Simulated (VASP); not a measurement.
# WSe2 in VASP: single point with LDA

Aim: the single point of WSe2 with LDA.

Everything below comes from runs of VASP 6.6.1. Logs are shortened: lines on timing, memory, paths and dates and some standing lists are left out, and cuts for length are marked.

## 1. The cell of the first run

The cell holds a slab with vacuum, 6 atoms: a = 3.249 Å, b = 3.249 Å, c = 23.628 Å, α = 90.00°, β = 90.00°, γ = 120.00°.

## 2. Single point, LDA (atom 1 (W) moved by +0.000 Å along [1 0 0] and +0.553 Å along [0 0 1])

The input, INCAR:

```
SYSTEM = WSe2
  ALGO = Normal
  EDIFF = 1E-6
  ENCUT = 520
  ISIF = 2
  ISMEAR = 0
  LASPH = .TRUE.
  LCHARG = .FALSE.
  LREAL = .FALSE.
  LWAVE = .FALSE.
  NBANDS = 35
  NELM = 80
  PREC = Accurate
  SIGMA = 0.05
```

The input, KPOINTS:

```
k-points
0
G
  9 9 2
  0 0 0
```

The input, POSCAR:

```
WSe2
1.0
    3.2486079436      0.0000000000      0.0000000000
   -1.6243039718      2.8133770061      0.0000000000
    0.0000000000      0.0000000000     23.6283233151
W Se
2 4
Direct
    0.6666666667      0.3333333333      0.1588834826
    0.3333333333      0.6666666667      0.8645333292
    0.3333333333      0.6666666667      0.2058884835
    0.6666666667      0.3333333333      0.9351101390
    0.3333333333      0.6666666667      0.0648898610
    0.6666666667      0.3333333333      0.7941115165
```

Potentials or basis: VASP PAW LDA potentials, release 64 (W_sv, Se).

Run with:

```bash
cat potpaw_LDA.64/W_sv/POTCAR potpaw_LDA.64/Se/POTCAR > POTCAR
mpirun -np 1 vasp_std > vasp.out
```

OUTCAR:

```text
SYSTEM = WSe2
   EDIFF = 1E-6
   ENCUT = 520
   ISIF = 2
   ISMEAR = 0
   LASPH = .TRUE.
   LREAL = .FALSE.
   NELM = 80
   PREC = Accurate

 ion  position               nearest neighbor table
   1  0.667  0.333  0.159-   3 2.18   3 2.18   3 2.18   5 2.91   5 2.91   5 2.91
   2  0.333  0.667  0.865-   6 2.51   6 2.51   6 2.51   4 2.51   4 2.51   4 2.51
   3  0.333  0.667  0.206-   1 2.18   1 2.18   1 2.18
   4  0.667  0.333  0.935-   2 2.51   2 2.51   2 2.51
   5  0.333  0.667  0.065-   1 2.91   1 2.91   1 2.91
   6  0.667  0.333  0.794-   2 2.51   2 2.51   2 2.51

  LATTYP: Found a hexagonal cell.
 ALAT       =     3.2486079436
 C/A-ratio  =     7.2733686937

  Lattice vectors:

 A1 = (   3.2486079436,   0.0000000000,   0.0000000000)
 A2 = (  -1.6243039718,   2.8133770061,   0.0000000000)
 A3 = (   0.0000000000,   0.0000000000,  23.6283233151)

Analysis of symmetry for initial positions (statically):
=====================================================================
 Subroutine PRICEL returns:
 Original cell was already a primitive cell.

 Routine SETGRP: Setting up the symmetry group for a
 hexagonal supercell.

 Subroutine GETGRP returns: Found  6 space group operations
 (whereof  6 operations were pure point group operations)
 out of a pool of 24 trial point group operations.

The static configuration has the point symmetry C_3v.

Analysis of symmetry for dynamics (positions and initial velocities):
=====================================================================
 Subroutine PRICEL returns:
 Original cell was already a primitive cell.

 Routine SETGRP: Setting up the symmetry group for a
 hexagonal supercell.

 Subroutine GETGRP returns: Found  6 space group operations
 (whereof  6 operations were pure point group operations)
 out of a pool of 24 trial point group operations.

The dynamic configuration has the point symmetry C_3v.

 Subroutine INISYM returns: Found  6 space group operations
 (whereof  6 operations are pure point group operations),
 and found     1 'primitive' translations

----------------------------------------------------------------------------------------

                                     Primitive cell

  volume of cell :     215.9525

  direct lattice vectors                    reciprocal lattice vectors
     3.248607944  0.000000000  0.000000000     0.307824156  0.177722360  0.000000000
    -1.624303972  2.813377006  0.000000000     0.000000000  0.355444719  0.000000000
     0.000000000  0.000000000 23.628323315     0.000000000  0.000000000  0.042322089

  length of vectors
     3.248607944  3.248607944 23.628323315     0.355444719  0.355444719  0.042322089

  position of ions in fractional coordinates (direct lattice)
     0.666666667  0.333333333  0.158883483
     0.333333333  0.666666667  0.864533329
     0.333333333  0.666666667  0.205888483
     0.666666667  0.333333333  0.935110139
     0.333333333  0.666666667  0.064889861
     0.666666667  0.333333333  0.794111517

  ion indices of the primitive-cell ions
   primitive index   ion index
                 1           1
                 2           2
                 3           3
                 4           4
                 5           5
                 6           6

----------------------------------------------------------------------------------------

 KPOINTS: k-points

Automatic generation of k-mesh.
 Grid dimensions read from file:
 generate k-points for:    9    9    2

 Generating k-lattice:

  Cartesian coordinates                     Fractional coordinates (reciprocal lattice)
     0.034202684  0.019746929  0.000000000     0.111111111 -0.000000000  0.000000000
     0.000000000  0.039493858  0.000000000     0.000000000  0.111111111  0.000000000
     0.000000000  0.000000000  0.021161044     0.000000000  0.000000000  0.500000000

  Length of vectors
     0.039493858  0.039493858  0.021161044

  Shift w.r.t. Gamma in fractional coordinates (k-lattice)
     0.000000000  0.000000000  0.000000000

 Subroutine IBZKPT returns following result:
 ===========================================

 Found     24 irreducible k-points:

 Following reciprocal coordinates:
            Coordinates               Weight
  0.000000  0.000000  0.000000      1.000000
  0.111111  0.000000  0.000000      6.000000
  0.222222  0.000000  0.000000      6.000000
  0.333333  0.000000  0.000000      6.000000
  0.444444  0.000000  0.000000      6.000000
  0.111111  0.111111  0.000000      6.000000
[... 16 lines left out ...]
  0.333333  0.222222  0.500000     12.000000
  0.333333  0.333333  0.500000      2.000000
   k-points           NKPTS =     24   k-points in BZ     NKDIM =     24   number of bands    NBANDS=     35
   number of dos      NEDOS =    301   number of ions     NIONS =      6
   total plane-waves  NPLWV = 103680
   dimension x,y,z NGX =    24 NGY =   24 NGZ =  180
   dimension x,y,z NGXF=    48 NGYF=   48 NGZF=  360
   ions per type =               2   4
   NGX,Y,Z   is equivalent  to a cutoff of  12.28, 12.28, 12.66 a.u.
   NGXF,Y,Z  is equivalent  to a cutoff of  24.56, 24.56, 25.33 a.u.
 SYSTEM =  WSe2
   PREC   = accura    normal or accurate (medium, high low for compatibility)
   ISTART =      0    job   : 0-new  1-cont  2-samecut
   ICHARG =      2    charge: 1-file 2-atom 10-const
   ISPIN  =      1    spin polarized calculation?
   LNONCOLLINEAR =      F non collinear calculations
   LSORBIT =      F    spin-orbit coupling
   LASPH  =      T    aspherical Exc in radial PAW
   ENCUT  =  520.0 eV  38.22 Ry    6.18 a.u.   6.04  6.04 43.93*2*pi/ulx,y,z
   NELM   =     80;   NELMIN=  2; NELMDL= -5     # of ELM steps
   EDIFF  = 0.1E-05   stopping-criterion for ELM
   LREAL  =      F    real-space projection
   EDIFFG = 0.1E-04   stopping-criterion for IOM
   NSW    =      0    number of steps for IOM
   IBRION =     -1    ionic relax: 0-MD 1-quasi-New 2-CG
   NFREE  =      0    steps in history (QN), initial steepest desc. (CG)
   ISIF   =      2    stress and relaxation
   ISYM   =      2    0-nonsym 1-usesym 2-fastsym
   POTIM  = 0.5000    time-step for ionic-motion
   TEBEG  =    0.0;   TEEND  =   0.0 temperature during run
   PSTRESS=    0.0 pullay stress
   NELECT =      52.0000    total number of electrons
   NUPDOWN=      -1.0000    fix difference up-down
   EMIN   =  10.00;   EMAX   =-10.00  energy-range for DOS
   EFERMI =   0.00;   METHOD = LEGACY
   ISMEAR =     0;   SIGMA  =   0.05  broadening in eV -4-tet -1-fermi 0-gaus
   EFERMI_NEDOS =   21; number of points for ismear=-14 and -15
   IALGO  =     38    algorithm
   IMIX   =      4    mixing-type and parameters
     AMIX     =   0.40;   BMIX     =  1.00
     AMIX_MAG =   1.60;   BMIX_MAG =  1.00
  volume/ion in A,a.u.               =      35.99       242.89
  Fermi-wavevector in a.u.,A,eV,Ry     =   1.018490  1.924666 14.113608  1.037321
  Thomas-Fermi vector in A             =   2.151950
   LORBIT       =      0    0 simple, 1 ext, 2 COOP (PROOUT), +10 PAW based schemes
   GGA     = CA    functional components
   LHFCALC =     F    Hartree Fock is set to
   AEXX    =    0.0000 exact exchange contribution
   IVDW    =     0    specifies the selected vdW correction
   LEPSILON=     F    determine dielectric tensor
   LRPA    =     F    only Hartree local field effects (RPA)
 non-spin polarized calculation
 Gauss-broadening in eV      SIGMA  =   0.05
  energy-cutoff  :      520.00
  volume of cell :      215.95
 maximum number of plane-waves:      5916
   NGX = 13   NGY = 13   NGZ = 87

 number of electron      51.9999999 magnetization

 Free energy of the ion-electron system (eV)
  ---------------------------------------------------
  ext. energy  EPLUGINS =         0.00000000
  ---------------------------------------------------
  free energy    TOTEN  =       -44.27586744 eV

  energy without entropy =      -44.26955801  energy(sigma->0) =      -44.27271272

 E-fermi :   2.0632     XC(G=0):  -6.5106

 val. band max:        1.6475407382   @ k =   0.3333   0.3333   0.0000
 cond. band min:       2.0880373074   @ k =   0.3333   0.2222   0.5000
 fundamental gap:      0.4404965692
 Fermi energy:         2.0631948196

 k-point     1 :       0.0000    0.0000    0.0000
  band No.  band energies     occupation
      1     -72.2676      2.00000
      2     -72.2097      2.00000
      3     -36.9692      2.00000
      4     -36.8365      2.00000
      5     -36.8365      2.00000
      6     -36.7629      2.00000
[... 27 lines left out ...]
     34       5.8665      0.00000
     35       6.0659      0.00000

 k-point     2 :       0.1111    0.0000    0.0000
  band No.  band energies     occupation
      1     -72.2656      2.00000
      2     -72.2082      2.00000
      3     -36.9660      2.00000
      4     -36.8750      2.00000
      5     -36.8459      2.00000
      6     -36.7565      2.00000
[... 27 lines left out ...]
     34       6.1419      0.00000
     35       6.3583      0.00000

 k-point     3 :       0.2222    0.0000    0.0000
  band No.  band energies     occupation
      1     -72.2606      2.00000
      2     -72.2044      2.00000
      3     -37.0035      2.00000
      4     -36.9254      2.00000
      5     -36.8697      2.00000
      6     -36.7404      2.00000
[... 27 lines left out ...]
     34       6.5331      0.00000
     35       6.6737      0.00000
[... 723 lines left out ...]
 k-point    23 :       0.3333    0.2222    0.5000
  band No.  band energies     occupation
      1     -72.2495      2.00000
      2     -72.1959      2.00000
      3     -37.1488      2.00000
      4     -36.9957      2.00000
      5     -36.8958      2.00000
      6     -36.8154      2.00000
[... 27 lines left out ...]
     34       6.1095      0.00000
     35       6.7410      0.00000

 k-point    24 :       0.3333    0.3333    0.5000
  band No.  band energies     occupation
      1     -72.2485      2.00000
      2     -72.1951      2.00000
      3     -37.1268      2.00000
      4     -37.0431      2.00000
      5     -36.8924      2.00000
      6     -36.7876      2.00000
[... 27 lines left out ...]
     34       6.5777      0.00000
     35       7.0799      0.00000

------------------------ aborting loop because EDIFF is reached ----------------------------------------

  FORCE on cell =-STRESS in cart. coord.  units (eV):
  Direction    XX          YY          ZZ          XY          YZ          ZX
  --------------------------------------------------------------------------------------
  -------------------------------------------------------------------------------------
  Total       12.3061212     12.3061212      4.9141427     -0.0000000     -0.0000000      0.0000000
  in kB       91.3005999     91.3005999     36.4586179     -0.0000000     -0.0000000      0.0000000
  external PRESSURE =      73.0199393 kB  Pullay stress =       0.0000000 kB

 VOLUME and BASIS-vectors are now :
 -----------------------------------------------------------------------------
  energy-cutoff  :      520.00
  volume of cell :      215.95
      direct lattice vectors                 reciprocal lattice vectors
     3.248607944  0.000000000  0.000000000     0.307824156  0.177722360  0.000000000
    -1.624303972  2.813377006  0.000000000     0.000000000  0.355444719  0.000000000
     0.000000000  0.000000000 23.628323315     0.000000000  0.000000000  0.042322089

 POSITION                                       TOTAL-FORCE (eV/Angst)
 -----------------------------------------------------------------------------------
      1.62430      0.93779      3.75415        -0.000000      0.000000    -12.274580
     -0.00000      1.87558     20.42747         0.000000     -0.000000      0.007186
     -0.00000      1.87558      4.86480        -0.000000     -0.000000      9.563706
      1.62430      0.93779     22.09508         0.000000      0.000000      0.120516
     -0.00000      1.87558      1.53324        -0.000000     -0.000000      2.699585
      1.62430      0.93779     18.76352        -0.000000     -0.000000     -0.116413
 -----------------------------------------------------------------------------------
    total drift:                               -0.000000     -0.000000     -0.000240

  FREE ENERGIE OF THE ION-ELECTRON SYSTEM (eV)
  ---------------------------------------------------
  free  energy   TOTEN  =       -44.2758674370 eV

  energy  without entropy=      -44.2695580086  energy(sigma->0) =      -44.27271272
```

Run time: 6.8 min. Hardware: 1 thread of Intel Xeon 8259CL, shared host; peak memory 0.35 GiB.

What came out:

```yaml
Free_energy: -44.2759 eV
Largest_force: 12.275 eV/Å
Band_gap_on_the_k_mesh: zero (bands 26 and 27 overlap by 1.04 eV)
```

Forces in eV/Å, atoms in the order of the input:
```
W     0.000   0.000 -12.275
W     0.000   0.000   0.007
Se    0.000   0.000   9.564
Se    0.000   0.000   0.121
Se    0.000   0.000   2.700
Se    0.000   0.000  -0.116
```

Levels at points of the mesh, in eV from the Fermi level:
```tsv
k point	band 22	band 23	band 24	band 25	band 26	band 27	band 28	band 29	band 30	band 31
(0.00, 0.00, 0.00)	-1.97	-1.57	-1.57	-1.08	0.63	1.29	1.29	2.33	2.33	2.54
(0.00, 0.00, 0.50)	-1.97	-1.57	-1.57	-1.08	0.63	1.29	1.29	2.33	2.33	2.54
```

Caveat: the cell differs from its parent crystal (atom 1 (W) moved by +0.000 Å along [1 0 0] and +0.553 Å along [0 0 1]); there is no dipole correction, which matters where the two faces differ; spin-orbit coupling is left out, which moves the levels of the heavy elements.

The gap in the log of VASP goes by the Fermi energy; the results here count the filled bands.